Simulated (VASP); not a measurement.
# Be3AgS4 (Pm-3m) in VASP: a series of runs

Runs on Be3AgS4. Level: PBE. Tasks: relaxation of cell and atoms, single point.

Everything below comes from runs of VASP 6.6.1. Logs are shortened: lines on timing, memory, paths and dates and some standing lists are left out, and cuts for length are marked.

## Step 1: The cell of the first run

Symmetry: Pm-3m, No. 221, cubic system. Conventional cell: a = 5.253 Å, b = 5.253 Å, c = 5.253 Å, α = 90.00°, β = 90.00°, γ = 90.00°. Be (site symmetry 4/mmm) has 2 Ag at 2.63 Å and 4 S at 2.63 Å within 3.5 Å. Within 3.5 Å of Ag (site symmetry m-3m) lie 6 Be at 2.63 Å. S (site symmetry 4/mmm) has 4 Be at 2.63 Å and 2 S at 2.63 Å within 3.5 Å. S (site symmetry m-3m) has 6 S at 2.63 Å within 3.5 Å.

## Step 2: Relaxation of cell and atoms, PBE

Input file INCAR:

```
SYSTEM = Be3AgS4
  PREC = Accurate
  ENCUT = 600
  EDIFF = 1E-6
  ISMEAR = 0
  SIGMA = 0.1
  LREAL = .False.
  LASPH = .True.
  NELM = 60
  ALGO = Normal
  ISIF = 3
  LWAVE = .False.
  LCHARG = .False.
  GGA = PE
  IBRION = 2
  NSW = 90
  EDIFFG = -0.04
```

Input file KPOINTS:

```
Automatic mesh
0
Gamma
  4 4 4
  0 0 0
```

Input file POSCAR:

```
Be3AgS4
1.0
    5.2529729100      0.0000000000      0.0000000000
    0.0000000000      5.2529729100      0.0000000000
    0.0000000000      0.0000000000      5.2529729100
Be Ag S
3 1 4
Direct
    0.0000000000      0.5000000000      0.5000000000
    0.5000000000      0.0000000000      0.5000000000
    0.5000000000      0.5000000000      0.0000000000
    0.5000000000      0.5000000000      0.5000000000
    0.5000000000      0.0000000000      0.0000000000
    0.0000000000      0.5000000000      0.0000000000
    0.0000000000      0.0000000000      0.5000000000
    0.0000000000      0.0000000000      0.0000000000
```

Potentials or basis: VASP PAW PBE potentials, release 64 (Be, Ag, S).

The run is started by

```bash
$ cat potpaw_PBE.64/Be/POTCAR potpaw_PBE.64/Ag/POTCAR potpaw_PBE.64/S/POTCAR > POTCAR
$ mpirun -np 1 vasp_std > vasp.out
```

OUTCAR:

```text
SYSTEM = Be3AgS4
   PREC = Accurate
   ENCUT = 600
   EDIFF = 1E-6
   ISMEAR = 0
   LREAL = .False.
   LASPH = .True.
   NELM = 60
   ISIF = 3
   GGA = PE
   IBRION = 2
   NSW = 90
   EDIFFG = -0.04

 ion  position               nearest neighbor table
   1  0.000  0.500  0.500-   4 2.63   4 2.63
   2  0.500  0.000  0.500-   4 2.63   4 2.63
   3  0.500  0.500  0.000-   4 2.63   4 2.63
   4  0.500  0.500  0.500-   1 2.63   2 2.63   3 2.63   3 2.63   2 2.63   1 2.63
   5  0.500  0.000  0.000-   8 2.63   8 2.63
   6  0.000  0.500  0.000-   8 2.63   8 2.63
   7  0.000  0.000  0.500-   8 2.63   8 2.63
   8  0.000  0.000  0.000-   5 2.63   6 2.63   7 2.63   7 2.63   6 2.63   5 2.63

  LATTYP: Found a simple cubic cell.
 ALAT       =     5.2529729100

  Lattice vectors:

 A1 = (   5.2529729100,   0.0000000000,   0.0000000000)
 A2 = (   0.0000000000,   5.2529729100,   0.0000000000)
 A3 = (   0.0000000000,   0.0000000000,   5.2529729100)

Analysis of symmetry for initial positions (statically):
=====================================================================
 Subroutine PRICEL returns:
 Original cell was already a primitive cell.

 Routine SETGRP: Setting up the symmetry group for a
 simple cubic supercell.

 Subroutine GETGRP returns: Found 48 space group operations
 (whereof 48 operations were pure point group operations)
 out of a pool of 48 trial point group operations.

The static configuration has the point symmetry O_h .

Analysis of symmetry for dynamics (positions and initial velocities):
=====================================================================
 Subroutine PRICEL returns:
 Original cell was already a primitive cell.

 Routine SETGRP: Setting up the symmetry group for a
 simple cubic supercell.

 Subroutine GETGRP returns: Found 48 space group operations
 (whereof 48 operations were pure point group operations)
 out of a pool of 48 trial point group operations.

The dynamic configuration has the point symmetry O_h .

 Subroutine INISYM returns: Found 48 space group operations
 (whereof 48 operations are pure point group operations),
 and found     1 'primitive' translations

----------------------------------------------------------------------------------------

                                     Primitive cell

  volume of cell :     144.9491

  direct lattice vectors                    reciprocal lattice vectors
     5.252972910  0.000000000  0.000000000     0.190368391  0.000000000  0.000000000
     0.000000000  5.252972910  0.000000000     0.000000000  0.190368391  0.000000000
     0.000000000  0.000000000  5.252972910     0.000000000  0.000000000  0.190368391

  length of vectors
     5.252972910  5.252972910  5.252972910     0.190368391  0.190368391  0.190368391

  position of ions in fractional coordinates (direct lattice)
     0.000000000  0.500000000  0.500000000
     0.500000000  0.000000000  0.500000000
     0.500000000  0.500000000  0.000000000
     0.500000000  0.500000000  0.500000000
     0.500000000  0.000000000  0.000000000
     0.000000000  0.500000000  0.000000000
     0.000000000  0.000000000  0.500000000
     0.000000000  0.000000000  0.000000000

  ion indices of the primitive-cell ions
   primitive index   ion index
                 1           1
                 2           2
                 3           3
                 4           4
                 5           5
                 6           6
                 7           7
                 8           8

----------------------------------------------------------------------------------------

 KPOINTS: Automatic mesh

Automatic generation of k-mesh.
 Grid dimensions read from file:
 generate k-points for:    4    4    4

 Generating k-lattice:

  Cartesian coordinates                     Fractional coordinates (reciprocal lattice)
     0.047592098  0.000000000  0.000000000     0.250000000  0.000000000  0.000000000
     0.000000000  0.047592098  0.000000000     0.000000000  0.250000000  0.000000000
     0.000000000  0.000000000  0.047592098     0.000000000  0.000000000  0.250000000

  Length of vectors
     0.047592098  0.047592098  0.047592098

  Shift w.r.t. Gamma in fractional coordinates (k-lattice)
     0.000000000  0.000000000  0.000000000

 Subroutine IBZKPT returns following result:
 ===========================================

 Found     10 irreducible k-points:

 Following reciprocal coordinates:
            Coordinates               Weight
  0.000000  0.000000  0.000000      1.000000
  0.250000  0.000000  0.000000      6.000000
  0.500000  0.000000  0.000000      3.000000
  0.250000  0.250000  0.000000     12.000000
  0.500000  0.250000  0.000000     12.000000
  0.500000  0.500000  0.000000      3.000000
  0.250000  0.250000  0.250000      8.000000
  0.500000  0.250000  0.250000     12.000000
  0.500000  0.500000  0.250000      6.000000
  0.500000  0.500000  0.500000      1.000000
   k-points           NKPTS =     10   k-points in BZ     NKDIM =     10   number of bands    NBANDS=     25
   number of dos      NEDOS =    301   number of ions     NIONS =      8
   total plane-waves  NPLWV =  74088
   dimension x,y,z NGX =    42 NGY =   42 NGZ =   42
   dimension x,y,z NGXF=    84 NGYF=   84 NGZF=   84
   ions per type =               3   1   4
   NGX,Y,Z   is equivalent  to a cutoff of  13.29, 13.29, 13.29 a.u.
   NGXF,Y,Z  is equivalent  to a cutoff of  26.58, 26.58, 26.58 a.u.
 SYSTEM =  Be3AgS4
   PREC   = accura    normal or accurate (medium, high low for compatibility)
   ISTART =      0    job   : 0-new  1-cont  2-samecut
   ICHARG =      2    charge: 1-file 2-atom 10-const
   ISPIN  =      1    spin polarized calculation?
   LNONCOLLINEAR =      F non collinear calculations
   LSORBIT =      F    spin-orbit coupling
   LASPH  =      T    aspherical Exc in radial PAW
   ENCUT  =  600.0 eV  44.10 Ry    6.64 a.u.  10.49 10.49 10.49*2*pi/ulx,y,z
   NELM   =     60;   NELMIN=  2; NELMDL= -5     # of ELM steps
   EDIFF  = 0.1E-05   stopping-criterion for ELM
   LREAL  =      F    real-space projection
   EDIFFG = -.4E-01   stopping-criterion for IOM
   NSW    =     90    number of steps for IOM
   IBRION =      2    ionic relax: 0-MD 1-quasi-New 2-CG
   NFREE  =      1    steps in history (QN), initial steepest desc. (CG)
   ISIF   =      3    stress and relaxation
   ISYM   =      2    0-nonsym 1-usesym 2-fastsym
   POTIM  = 0.5000    time-step for ionic-motion
   TEBEG  =    0.0;   TEEND  =   0.0 temperature during run
   PSTRESS=    0.0 pullay stress
   NELECT =      41.0000    total number of electrons
   NUPDOWN=      -1.0000    fix difference up-down
   EMIN   =  10.00;   EMAX   =-10.00  energy-range for DOS
   EFERMI =   0.00;   METHOD = LEGACY
   ISMEAR =     0;   SIGMA  =   0.10  broadening in eV -4-tet -1-fermi 0-gaus
   EFERMI_NEDOS =   21; number of points for ismear=-14 and -15
   IALGO  =     38    algorithm
   IMIX   =      4    mixing-type and parameters
     AMIX     =   0.40;   BMIX     =  1.00
     AMIX_MAG =   1.60;   BMIX_MAG =  1.00
  volume/ion in A,a.u.               =      18.12       122.27
  Fermi-wavevector in a.u.,A,eV,Ry     =   1.074643  2.030781 15.712797  1.154858
  Thomas-Fermi vector in A             =   2.210477
   LORBIT       =      0    0 simple, 1 ext, 2 COOP (PROOUT), +10 PAW based schemes
   GGA     = PE    functional components
   LHFCALC =     F    Hartree Fock is set to
   AEXX    =    0.0000 exact exchange contribution
   IVDW    =     0    specifies the selected vdW correction
   LEPSILON=     F    determine dielectric tensor
   LRPA    =     F    only Hartree local field effects (RPA)
 conjugate gradient relaxation of ions
 non-spin polarized calculation
 Gauss-broadening in eV      SIGMA  =   0.10
  energy-cutoff  :      600.00
  volume of cell :      144.95
 maximum number of plane-waves:      4945
 NGX is ok and might be reduce to    42
   NGX = 21   NGY = 21   NGZ = 21

--------------------------------------- Ionic step        1  -------------------------------------------

 number of electron      41.0000005 magnetization

 Free energy of the ion-electron system (eV)
  ---------------------------------------------------
  ext. energy  EPLUGINS =         0.00000000
  ---------------------------------------------------
  free energy    TOTEN  =       -26.78306955 eV

  energy without entropy =      -26.76672850  energy(sigma->0) =      -26.77489903

 E-fermi :   5.1120     XC(G=0):  -9.6477

 val. band max:        5.0273217499   @ k =   0.5000   0.5000   0.0000
 cond. band min:       5.1521981663   @ k =   0.2500   0.2500   0.0000
 fundamental gap:      0.1248764164
 Fermi energy:         5.1120400764

 k-point     1 :       0.0000    0.0000    0.0000
  band No.  band energies     occupation
      1     -10.5822      2.00000
      2      -7.8751      2.00000
      3      -7.8751      2.00000
      4      -6.3378      2.00000
      5      -1.7769      2.00000
      6      -1.7769      2.00000
[... 17 lines left out ...]
     24       6.6975      0.00000
     25       7.1850      0.00000
[... 314 lines left out ...]
 POSITION                                       TOTAL-FORCE (eV/Angst)
 -----------------------------------------------------------------------------------
      0.00000      2.45018      2.45018         0.000000     -0.000000      0.000000
      2.45018      0.00000      2.45018         0.000000     -0.000000      0.000000
      2.45018      2.45018     -0.00000         0.000000     -0.000000      0.000000
      2.45018      2.45018      2.45018         0.000000      0.000000      0.000000
      2.45018      0.00000     -0.00000         0.000000     -0.000000      0.000000
     -0.00000      2.45018      0.00000        -0.000000     -0.000000      0.000000
      0.00000      0.00000      2.45018         0.000000     -0.000000      0.000000
      0.00000      0.00000      0.00000         0.000000     -0.000000      0.000000
 -----------------------------------------------------------------------------------
    total drift:                                0.000000      0.000000     -0.000000

  FREE ENERGIE OF THE ION-ELECTRON SYSTEM (eV)
  ---------------------------------------------------
  free  energy   TOTEN  =       -28.1545260394 eV

  energy  without entropy=      -28.1231817599  energy(sigma->0) =      -28.13885390

--------------------------------------- Ionic step        3  -------------------------------------------

 number of electron      41.0000007 magnetization

 Free energy of the ion-electron system (eV)
  ---------------------------------------------------
  ext. energy  EPLUGINS =         0.00000000
  ---------------------------------------------------
  free energy    TOTEN  =       -28.18365527 eV

  energy without entropy =      -28.15583297  energy(sigma->0) =      -28.16974412

 E-fermi :   7.8836     XC(G=0): -10.6790

 val. band max:        7.8340778839   @ k =   0.5000   0.0000   0.0000
 cond. band min:       7.9085239493   @ k =   0.5000   0.2500   0.0000
 fundamental gap:      0.0744460654
 Fermi energy:         7.8835620367

 k-point     1 :       0.0000    0.0000    0.0000
  band No.  band energies     occupation
      1      -9.9164      2.00000
      2      -6.0206      2.00000
      3      -6.0206      2.00000
      4      -3.8113      2.00000
      5      -1.0324      2.00000
      6      -1.0324      2.00000
[... 17 lines left out ...]
     24       9.6934      0.00000
     25      10.9146      0.00000
[... 272 lines left out ...]
 POSITION                                       TOTAL-FORCE (eV/Angst)
 -----------------------------------------------------------------------------------
      0.00000      2.42573      2.42573         0.000000     -0.000000      0.000000
      2.42573      0.00000      2.42573         0.000000     -0.000000      0.000000
      2.42573      2.42573     -0.00000         0.000000     -0.000000      0.000000
      2.42573      2.42573      2.42573         0.000000      0.000000      0.000000
      2.42573      0.00000     -0.00000         0.000000     -0.000000      0.000000
     -0.00000      2.42573      0.00000        -0.000000     -0.000000      0.000000
      0.00000      0.00000      2.42573         0.000000     -0.000000      0.000000
      0.00000      0.00000      0.00000         0.000000     -0.000000      0.000000
 -----------------------------------------------------------------------------------
    total drift:                                0.000000      0.000000     -0.000000

  FREE ENERGIE OF THE ION-ELECTRON SYSTEM (eV)
  ---------------------------------------------------
  free  energy   TOTEN  =       -28.1836552697 eV

  energy  without entropy=      -28.1558329654  energy(sigma->0) =      -28.16974412

 reached required accuracy - stopping structural energy minimisation
```

Wall time 95 s (1 thread of Oxide Virtual Turin-like, shared host); peak memory 0.25 GiB.

Results:

| Quantity | Value |
| --- | --- |
| Free energy | -28.1837 eV |
| Relaxed volume | 14.27 Å³/atom |
| Relaxed cell | a = 4.851 Å, b = 4.851 Å, c = 4.851 Å, α = 90.00°, β = 90.00°, γ = 90.00° |
| Space group after relaxing (to 0.05 Å) | Pm-3m (No. 221) |
| Energy gained by relaxing | 175.1 meV/atom |
| Ionic steps | 3 |
| Pressure after relaxing | -0.3 GPa |

The path:
```csv
step,energy change (eV),largest force (eV/Å),pressure (GPa),volume (Å³)
1,0.0000,0.0000,-12.30,144.95
2,-1.3715,0.0000,-2.30,117.67
3,-1.4006,0.0000,-0.29,114.19
```

Final structure:
```xyz
8
Lattice="4.8515 0.0000 0.0000 0.0000 4.8515 0.0000 0.0000 0.0000 4.8515" Properties=species:S:1:pos:R:3 pbc="T T T"
Be    0.0000    2.4257    2.4257
Be    2.4257    0.0000    2.4257
Be    2.4257    2.4257    0.0000
Ag    2.4257    2.4257    2.4257
S     2.4257    0.0000    0.0000
S     0.0000    2.4257    0.0000
S     0.0000    0.0000    2.4257
S     0.0000    0.0000    0.0000
```

Levels at points of the mesh, in eV from the Fermi level:
```tsv
k point	band 18	band 19	band 20	band 21	band 22	band 23
(0.00, 0.00, 0.00)	-4.70	-3.94	0.68	0.68	1.81	1.81
(0.50, 0.00, 0.00)	-3.65	-3.43	-1.30	-0.05	0.61	0.61
(0.50, 0.50, 0.00)	-3.37	-2.56	-2.47	-1.92	-0.74	1.76
(0.50, 0.50, 0.50)	-3.41	-2.65	-2.65	-2.65	-1.74	2.35
```

Caveat: the volume moved by over 15 % at a fixed basis, so the end points are rough.

## Step 3: Single point, PBE, collinear spin, ferromagnetic start

This run uses another cell than the first one, of 14.24 Å³/atom, 0.786 times its volume.

Input file INCAR:

```
SYSTEM = Be3AgS4
PREC = Accurate ; ENCUT = 520
EDIFF = 1E-6 ; ISMEAR = 0
SIGMA = 0.1 ; LREAL = .False.
LASPH = .True. ; NELM = 150
ALGO = Normal ; ISIF = 2
LWAVE = .False. ; LCHARG = .False.
ISPIN = 2 ; MAGMOM = 0 0 0 1 0 0 0 0
LORBIT = 11 ; LMAXMIX = 4
GGA = PE ; NBANDS = 34
```

KPOINTS is that of step 2.

POSCAR: that of step 2 with these lines changed.

```diff
@@ -2,5 +2,5 @@
 1.0
-    5.2529729100      0.0000000000      0.0000000000
-    0.0000000000      5.2529729100      0.0000000000
-    0.0000000000      0.0000000000      5.2529729100
+    4.8472294391      0.0000000000      0.0000000000
+    0.0000000000      4.8472294391      0.0000000000
+    0.0000000000      0.0000000000      4.8472294391
 Be Ag S
```

Potentials or basis: VASP PAW PBE potentials, release 64 (Be, Ag, S).

The run is started by

```bash
$ cat potpaw_PBE.64/Be/POTCAR potpaw_PBE.64/Ag/POTCAR potpaw_PBE.64/S/POTCAR > POTCAR
$ mpirun -np 1 vasp_std > vasp.out
```

It took 1.7 min on 1 thread of Oxide Virtual Turin-like, shared host; peak memory 0.23 GiB.

It converged, with:

```yaml
Free_energy: -28.1815 eV
Pressure: -0.1 GPa
Net_moment: 0.00 μB per cell
Valence_electrons_inside_the_program's_atomic_spheres: Be 0.80; Ag 10.06; S 3.62, 3.52
```

Levels at points of the mesh, in eV from the Fermi level:
Spin up:
```tsv
k point	band 16	band 17	band 18	band 19	band 20	band 21	band 22	band 23	band 24	band 25
(0.00, 0.00, 0.00)	-4.71	-4.71	-4.71	-3.94	0.69	0.69	1.81	1.81	1.81	2.74
(0.50, 0.00, 0.00)	-3.91	-3.91	-3.65	-3.44	-1.30	-0.05	0.60	0.60	3.00	3.03
(0.50, 0.50, 0.00)	-3.77	-3.38	-3.38	-2.56	-2.48	-1.92	-0.75	1.77	1.77	2.56
(0.50, 0.50, 0.50)	-3.41	-3.41	-3.41	-2.65	-2.65	-2.65	-1.74	2.34	2.34	2.34
```
Spin down:
```tsv
k point	band 17	band 18	band 19	band 20	band 21	band 22	band 23	band 24
(0.00, 0.00, 0.00)	-4.71	-4.71	-3.94	0.69	0.69	1.81	1.81	1.81
(0.50, 0.00, 0.00)	-3.91	-3.65	-3.44	-1.30	-0.05	0.60	0.60	3.00
(0.50, 0.50, 0.00)	-3.38	-3.38	-2.56	-2.48	-1.92	-0.75	1.77	1.77
(0.50, 0.50, 0.50)	-3.41	-3.41	-2.65	-2.65	-2.65	-1.74	2.34	2.34
```

## Step 4: Single point, PBE, collinear spin, ferromagnetic start

Input file INCAR:

```
SYSTEM = Be3AgS4
ALGO = Normal
EDIFF = 1E-7
ENCUT = 520
GGA = PE
ISIF = 2
ISMEAR = 0
ISPIN = 2
LASPH = .True.
LCHARG = .True.
LELF = .True.
LMAXMIX = 4
LORBIT = 11
LREAL = .False.
LVHAR = .True.
LWAVE = .False.
MAGMOM = 0 0 0 1 0 0 0 0
NBANDS = 34
NELM = 150
PREC = Accurate
SIGMA = 0.1
```

Input file KPOINTS:

```
k-points
0
Gamma
  4 4 4
  0 0 0
```

POSCAR: that of step 3 with these lines changed.

```diff
@@ -2,5 +2,5 @@
 1.0
-    4.8472294391      0.0000000000      0.0000000000
-    0.0000000000      4.8472294391      0.0000000000
-    0.0000000000      0.0000000000      4.8472294391
+    5.2529729100      0.0000000000      0.0000000000
+    0.0000000000      5.2529729100      0.0000000000
+    0.0000000000      0.0000000000      5.2529729100
 Be Ag S
```

The run is started by

```bash
$ cat potpaw_PBE.64/Be/POTCAR potpaw_PBE.64/Ag/POTCAR potpaw_PBE.64/S/POTCAR > POTCAR
$ mpirun -np 1 vasp_std > vasp.out
```

Wall time 92 s (1 thread of Oxide Virtual Turin-like, shared host); peak memory 0.29 GiB.

Results (log left out):

```yaml
Free_energy: -26.7830 eV
Pressure: -12.3 GPa
Net_moment: 0.00 μB per cell
Valence_electrons_inside_the_program's_atomic_spheres: Be 0.64; Ag 9.87; S 3.56, 3.46
```

Levels at points of the mesh, in eV from the Fermi level:
Spin up:
```
           k point  band 16  band 17  band 18  band 19  band 20  band 21  band 22  band 23  band 24  band 25
(0.00, 0.00, 0.00)    -3.73    -3.70    -3.70    -3.70     0.23     0.23     1.59     1.59     1.59     2.07
(0.50, 0.00, 0.00)    -3.27    -3.27    -2.98    -2.76    -1.51    -0.37     0.83     0.83     2.04     2.04
(0.50, 0.50, 0.00)    -2.82    -2.76    -2.76    -2.33    -2.17    -1.63    -0.08     1.15     1.15     2.07
(0.50, 0.50, 0.50)    -2.86    -2.74    -2.74    -2.20    -2.20    -2.20    -2.04     2.43     2.43     2.43
```
Spin down:
```
           k point  band 16  band 17  band 18  band 19  band 20  band 21  band 22  band 23  band 24  band 25
(0.00, 0.00, 0.00)    -3.73    -3.70    -3.70    -3.70     0.23     0.23     1.59     1.59     1.59     2.07
(0.50, 0.00, 0.00)    -3.27    -3.27    -2.98    -2.76    -1.51    -0.37     0.83     0.83     2.04     2.04
(0.50, 0.50, 0.00)    -2.82    -2.76    -2.76    -2.33    -2.17    -1.63    -0.08     1.15     1.15     2.07
(0.50, 0.50, 0.50)    -2.86    -2.74    -2.74    -2.20    -2.20    -2.20    -2.04     2.43     2.43     2.43
```

[end of part 1 of 2]
